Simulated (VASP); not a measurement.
# AlRu (P4/mmm) in VASP: notebook, part 2 of 2

VASP 6.6.1.

### 4 Single point, PBEsol (strain -0.0150 x Voigt [0, 0, 1, 0, 0, 0])

The input, INCAR:

```
SYSTEM = AlRu
ALGO = Fast
EDIFF = 1E-7
ENCUT = 520
GGA = PS
ISIF = 2
ISMEAR = 0
LASPH = .TRUE.
LCHARG = .FALSE.
LREAL = .FALSE.
LWAVE = .FALSE.
NBANDS = 16
NELM = 60
PREC = Accurate
SIGMA = 0.15
```

The input, KPOINTS:

```
k-points
0
G
  16 16 16
  0 0 0
```

The input, POSCAR:

```
AlRu
1.0
    2.9916000000      0.0000000000      0.0000000000
    0.0000000000      2.9916000000      0.0000000000
    0.0000000000      0.0000000000      2.9467260000
Al Ru
1 1
Direct
    0.0000000000      0.0000000000      0.0000000000
    0.5000000000      0.5000000000      0.5000000000
```

Potentials or basis: VASP PAW PBE potentials, release 64 (Al, Ru_pv).

Launch:

```bash
cat potpaw_PBE.64/Al/POTCAR potpaw_PBE.64/Ru_pv/POTCAR > POTCAR
mpirun -np 1 vasp_std > vasp.out
```

OUTCAR:

```text
SYSTEM = AlRu
   EDIFF = 1E-7
   ENCUT = 520
   GGA = PS
   ISIF = 2
   ISMEAR = 0
   LASPH = .TRUE.
   LREAL = .FALSE.
   NELM = 60
   PREC = Accurate

 ion  position               nearest neighbor table
   1  0.000  0.000  0.000-   2 2.58   2 2.58   2 2.58   2 2.58   2 2.58   2 2.58   2 2.58   2 2.58

   2  0.500  0.500  0.500-   1 2.58   1 2.58   1 2.58   1 2.58   1 2.58   1 2.58   1 2.58   1 2.58

  LATTYP: Found a simple tetragonal cell.
 ALAT       =     2.9916000000
 C/A-ratio  =     0.9850000000

  Lattice vectors:

 A1 = (   2.9916000000,   0.0000000000,   0.0000000000)
 A2 = (   0.0000000000,   2.9916000000,   0.0000000000)
 A3 = (   0.0000000000,   0.0000000000,   2.9467260000)

Analysis of symmetry for initial positions (statically):
=====================================================================
 Subroutine PRICEL returns:
 Original cell was already a primitive cell.

 Routine SETGRP: Setting up the symmetry group for a
 simple tetragonal supercell.

 Subroutine GETGRP returns: Found 16 space group operations
 (whereof 16 operations were pure point group operations)
 out of a pool of 16 trial point group operations.

The static configuration has the point symmetry D_4h.

Analysis of symmetry for dynamics (positions and initial velocities):
=====================================================================
 Subroutine PRICEL returns:
 Original cell was already a primitive cell.

 Routine SETGRP: Setting up the symmetry group for a
 simple tetragonal supercell.

 Subroutine GETGRP returns: Found 16 space group operations
 (whereof 16 operations were pure point group operations)
 out of a pool of 16 trial point group operations.

The dynamic configuration has the point symmetry D_4h.

 Subroutine INISYM returns: Found 16 space group operations
 (whereof 16 operations are pure point group operations),
 and found     1 'primitive' translations

----------------------------------------------------------------------------------------

                                     Primitive cell

  volume of cell :      26.3722

  direct lattice vectors                    reciprocal lattice vectors
     2.991600000  0.000000000  0.000000000     0.334269287  0.000000000  0.000000000
     0.000000000  2.991600000  0.000000000     0.000000000  0.334269287  0.000000000
     0.000000000  0.000000000  2.946726000     0.000000000  0.000000000  0.339359683

  length of vectors
     2.991600000  2.991600000  2.946726000     0.334269287  0.334269287  0.339359683

  position of ions in fractional coordinates (direct lattice)
     0.000000000  0.000000000  0.000000000
     0.500000000  0.500000000  0.500000000

  ion indices of the primitive-cell ions
   primitive index   ion index
                 1           1
                 2           2

----------------------------------------------------------------------------------------

 KPOINTS: k-points

Automatic generation of k-mesh.
 Grid dimensions read from file:
 generate k-points for:   16   16   16

 Generating k-lattice:

  Cartesian coordinates                     Fractional coordinates (reciprocal lattice)
     0.020891830  0.000000000  0.000000000     0.062500000  0.000000000  0.000000000
     0.000000000  0.020891830  0.000000000     0.000000000  0.062500000  0.000000000
     0.000000000  0.000000000  0.021209980     0.000000000  0.000000000  0.062500000

  Length of vectors
     0.020891830  0.020891830  0.021209980

  Shift w.r.t. Gamma in fractional coordinates (k-lattice)
     0.000000000  0.000000000  0.000000000

 Subroutine IBZKPT returns following result:
 ===========================================

 Found    405 irreducible k-points:

 Following reciprocal coordinates:
            Coordinates               Weight
  0.000000  0.000000  0.000000      1.000000
  0.062500  0.000000  0.000000      4.000000
  0.125000  0.000000  0.000000      4.000000
  0.187500  0.000000  0.000000      4.000000
  0.250000  0.000000  0.000000      4.000000
  0.312500  0.000000  0.000000      4.000000
[... 16 lines left out ...]
  0.437500  0.125000  0.000000      8.000000
  0.500000  0.125000  0.000000      4.000000
 [... further k-points ...]
   k-points           NKPTS =    405   k-points in BZ     NKDIM =    405   number of bands    NBANDS=     16
   number of dos      NEDOS =    301   number of ions     NIONS =      2
   total plane-waves  NPLWV =  13824
   dimension x,y,z NGX =    24 NGY =   24 NGZ =   24
   dimension x,y,z NGXF=    48 NGYF=   48 NGZF=   48
   ions per type =               1   1
   NGX,Y,Z   is equivalent  to a cutoff of  13.34, 13.34, 13.54 a.u.
   NGXF,Y,Z  is equivalent  to a cutoff of  26.67, 26.67, 27.08 a.u.
 SYSTEM =  AlRu
   PREC   = accura    normal or accurate (medium, high low for compatibility)
   ISTART =      0    job   : 0-new  1-cont  2-samecut
   ICHARG =      2    charge: 1-file 2-atom 10-const
   ISPIN  =      1    spin polarized calculation?
   LNONCOLLINEAR =      F non collinear calculations
   LSORBIT =      F    spin-orbit coupling
   LASPH  =      T    aspherical Exc in radial PAW
   ENCUT  =  520.0 eV  38.22 Ry    6.18 a.u.   5.56  5.56  5.48*2*pi/ulx,y,z
   NELM   =     60;   NELMIN=  2; NELMDL= -5     # of ELM steps
   EDIFF  = 0.1E-06   stopping-criterion for ELM
   LREAL  =      F    real-space projection
   EDIFFG = 0.1E-05   stopping-criterion for IOM
   NSW    =      0    number of steps for IOM
   IBRION =     -1    ionic relax: 0-MD 1-quasi-New 2-CG
   NFREE  =      0    steps in history (QN), initial steepest desc. (CG)
   ISIF   =      2    stress and relaxation
   ISYM   =      2    0-nonsym 1-usesym 2-fastsym
   POTIM  = 0.5000    time-step for ionic-motion
   TEBEG  =    0.0;   TEEND  =   0.0 temperature during run
   PSTRESS=    0.0 pullay stress
   NELECT =      17.0000    total number of electrons
   NUPDOWN=      -1.0000    fix difference up-down
   EMIN   =  10.00;   EMAX   =-10.00  energy-range for DOS
   EFERMI =   0.00;   METHOD = LEGACY
   ISMEAR =     0;   SIGMA  =   0.15  broadening in eV -4-tet -1-fermi 0-gaus
   EFERMI_NEDOS =   21; number of points for ismear=-14 and -15
   IALGO  =     68    algorithm
   IMIX   =      4    mixing-type and parameters
     AMIX     =   0.40;   BMIX     =  1.00
     AMIX_MAG =   1.60;   BMIX_MAG =  1.00
  volume/ion in A,a.u.               =      13.19        88.98
  Fermi-wavevector in a.u.,A,eV,Ry     =   1.414194  2.672438 27.210884  1.999944
  Thomas-Fermi vector in A             =   2.535761
   LORBIT       =      0    0 simple, 1 ext, 2 COOP (PROOUT), +10 PAW based schemes
   GGA     = PS    functional components
   LHFCALC =     F    Hartree Fock is set to
   AEXX    =    0.0000 exact exchange contribution
   IVDW    =     0    specifies the selected vdW correction
   LEPSILON=     F    determine dielectric tensor
   LRPA    =     F    only Hartree local field effects (RPA)
 non-spin polarized calculation
 RMM-DIIS sequential band-by-band and
 Gauss-broadening in eV      SIGMA  =   0.15
  energy-cutoff  :      520.00
  volume of cell :       26.37
 maximum number of plane-waves:       739
 NGX is ok and might be reduce to    24
   NGX = 11   NGY = 11   NGZ = 11

 number of electron      16.9999997 magnetization

 Free energy of the ion-electron system (eV)
  ---------------------------------------------------
  ext. energy  EPLUGINS =         0.00000000
  ---------------------------------------------------
  free energy    TOTEN  =       -15.52476253 eV

  energy without entropy =      -15.50610378  energy(sigma->0) =      -15.51543315

 E-fermi :  10.8309     XC(G=0): -12.7649

 val. band max:       10.8303881859   @ k =   0.4375   0.1250   0.4375
 cond. band min:      10.8311429365   @ k =   0.1250   0.1250   0.0000
 fundamental gap:      0.0007547506
 Fermi energy:        10.8309019319

 k-point     1 :       0.0000    0.0000    0.0000
  band No.  band energies     occupation
      1     -30.9088      2.00000
      2     -30.9088      2.00000
      3     -30.8900      2.00000
      4       1.0385      2.00000
      5       7.1332      2.00000
      6       7.1386      2.00000
[... 8 lines left out ...]
     15      22.8119      0.00000
     16      26.1869      0.00000
[... 419 lines left out ...]
 k-point    24 :       0.5000    0.1250    0.0000
  band No.  band energies     occupation
      1     -31.1174      2.00000
      2     -30.9209      2.00000
      3     -30.8696      2.00000
      4       5.1809      2.00000
      5       5.1879      2.00000
      6       8.0923      2.00000
[... 8 lines left out ...]
     15      22.8933      0.00000
     16      23.5783      0.00000

 [... further k-points ...]

------------------------ aborting loop because EDIFF is reached ----------------------------------------

  FORCE on cell =-STRESS in cart. coord.  units (eV):
  Direction    XX          YY          ZZ          XY          YZ          ZX
  --------------------------------------------------------------------------------------
  -------------------------------------------------------------------------------------
  Total       -0.1378381     -0.1378381      0.3083622      0.0000000      0.0000000      0.0000000
  in kB       -8.3740013     -8.3740013     18.7337590      0.0000000      0.0000000      0.0000000
  external PRESSURE =       0.6619188 kB  Pullay stress =       0.0000000 kB

 VOLUME and BASIS-vectors are now :
 -----------------------------------------------------------------------------
  energy-cutoff  :      520.00
  volume of cell :       26.37
      direct lattice vectors                 reciprocal lattice vectors
     2.991600000  0.000000000  0.000000000     0.334269287  0.000000000  0.000000000
     0.000000000  2.991600000  0.000000000     0.000000000  0.334269287  0.000000000
     0.000000000  0.000000000  2.946726000     0.000000000  0.000000000  0.339359683

 POSITION                                       TOTAL-FORCE (eV/Angst)
 -----------------------------------------------------------------------------------
      0.00000      0.00000      0.00000         0.000000      0.000000      0.000000
      1.49580      1.49580      1.47336         0.000000      0.000000      0.000000
 -----------------------------------------------------------------------------------
    total drift:                                0.000000     -0.000000     -0.000000

  FREE ENERGIE OF THE ION-ELECTRON SYSTEM (eV)
  ---------------------------------------------------
  free  energy   TOTEN  =       -15.5247625266 eV

  energy  without entropy=      -15.5061037815  energy(sigma->0) =      -15.51543315
```

stdout:

```text
POSCAR found type information on POSCAR AlRu
 POSCAR found :  2 types and       2 ions
 scaLAPACK will be used
 -----------------------------------------------------------------------------
|                                                                             |
|                                                                             |
|     You enforced a specific xc type in the INCAR file but a different       |
|     I HOPE YOU KNOW WHAT YOU ARE DOING!                                     |
|                                                                             |
 -----------------------------------------------------------------------------

 LDA part: xc-table for (Slater+PW92), standard interpolation
 POSCAR, INCAR and KPOINTS ok, starting setup
 FFT: planning ... GRIDC
 FFT: planning ... GRID_SOFT
 FFT: planning ... GRID
 WAVECAR not read
 entering main loop
```

It took 46 s on 1 thread of Intel Xeon 6975P-C (Granite Rapids), shared host; peak memory 0.27 GiB.

Results:

| Item | Value |
| --- | --- |
| Free energy | -15.5248 eV |
| Pressure | 0.1 GPa |

Stress tensor (GPa, compression positive):
```
-0.84  0.00  0.00
 0.00 -0.84  0.00
 0.00  0.00  1.87
```

Caveat: the cell differs from its parent crystal (strain -0.0150 x Voigt [0, 0, 1, 0, 0, 0]); the PAW data sets were made with another functional, which shifts forces and pressure a little.

### 5 Summary

```csv
cell,further INCAR settings,gap on the mesh (eV),pressure (GPa)
"a = 2.992, b = 2.992, c = 2.932 Å, 2 atoms",ALGO = Fast; EDIFF = 1e-06; NBANDS = 16,none,1.2
"a = 2.992, b = 2.992, c = 2.962 Å, 2 atoms",ALGO = Fast; EDIFF = 1e-06; NBANDS = 16,none,-1.1
"a = 2.992, b = 2.992, c = 2.947 Å, 2 atoms",ALGO = Fast; EDIFF = 1e-07; NBANDS = 16,none,0.1
```

Alike in all rows: task single point; level PBEsol; potentials or basis VASP PAW PBE potentials, release 64 (Al, Ru_pv); no spin polarisation; k mesh 16 × 16 × 16; cutoff (eV) 520; smearing gaussian 0.15 eV.

Caveats: the PAW data sets were made with another functional, which shifts forces and pressure a little.

Total energies depend on the potentials used, so only differences within one code and one set of settings carry meaning.
